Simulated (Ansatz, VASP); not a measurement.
One calculation of BAs, two programs

Contents of INCAR:

```
PREC = Accurate
ENCUT = 500
EDIFF = 1E-6
ISMEAR = 0
SIGMA = 0.02
LREAL = False
LASPH = True
NELM = 120
ALGO = Normal
ISIF = 2
LWAVE = False
LCHARG = False
GGA = PE
NBANDS = 11
GGA_COMPAT = False
```

File KPOINTS:

```
regular mesh
0
Gamma
  10 10 10
```

File POSCAR:

```
BAs
1.0
    0.0000000000      2.4045419079      2.4045419079
    2.4045419079      0.0000000000      2.4045419079
    2.4045419079      2.4045419079      0.0000000000
B As
1 1
Direct
    0.0000000000      0.0000000000      0.0000000000
    0.2500000000      0.2500000000      0.2500000000
```

Input for Ansatz:

```yaml
crystal:
  lattice:
    - [0.0, 2.4045419079, 2.4045419079]
    - [2.4045419079, 0.0, 2.4045419079]
    - [2.4045419079, 2.4045419079, 0.0]
  atoms:
    - { symbol: B, position: [0.0, 0.0, 0.0] }
    - { symbol: As, position: [0.25, 0.25, 0.25] }
basis:
  ecutwfc: 420
kpoints:
  mp_grid: { grid: [10, 10, 10] }
  band_path:
    path:
      - [[0.0, 0.0, 0.0], [-0.5, -0.5, 0.0], [-0.375, -0.375, 0.25]]
      - [[-0.375, 0.0, 0.375], [0.0, 0.0, 0.0], [0.0, 0.0, 0.5], [-0.5, -0.25, 0.25], [-0.5, -0.5, 0.0]]
    npoints: 10
hamiltonian:
  xc: pbe
scf:
  occupations: { method: gaussian, width: 0.02 }
  mixing: { beta: 0.2 }
  n_extra_bands: 7
output:
  forces: true
  stress: true
  eigenvalues: true
  write_density: true
  write_potential: true
  elf: true
  volumetric_format: npy
```

Alike in both runs: task single point; functional PBE; k mesh 10 × 10 × 10; occupations gaussian, width 0.02 eV; no spin polarisation.

|  | VASP | Ansatz |
| --- | --- | --- |
| version | VASP 6.6.1 | Ansatz 0.2.0 |
| potentials or method | VASP PAW PBE potentials, release 64 (B, As), cutoff 500 eV | scalar-relativistic, plane waves, PAW |
| valence electrons in the cell | 8 | 18 |

Ansatz gave:

| Quantity | Value |
| --- | --- |
| gap on the k mesh at the Fermi level (eV) | 1.20 |
| least direct gap on the mesh (eV) | 3.26 |
| pressure (GPa) | 0.0 |

**Question.** Estimate VASP's values.

**Answer.** gap on the k mesh at the Fermi level (eV): 1.20; least direct gap on the mesh (eV): 3.25; pressure (GPa): 0.6.

With one functional, cell and mesh, what is left measures potentials, basis and numerics. VASP's potentials hold 8 valence electrons a cell and Ansatz's 18, so a difference there can come from the potentials and not from the codes.
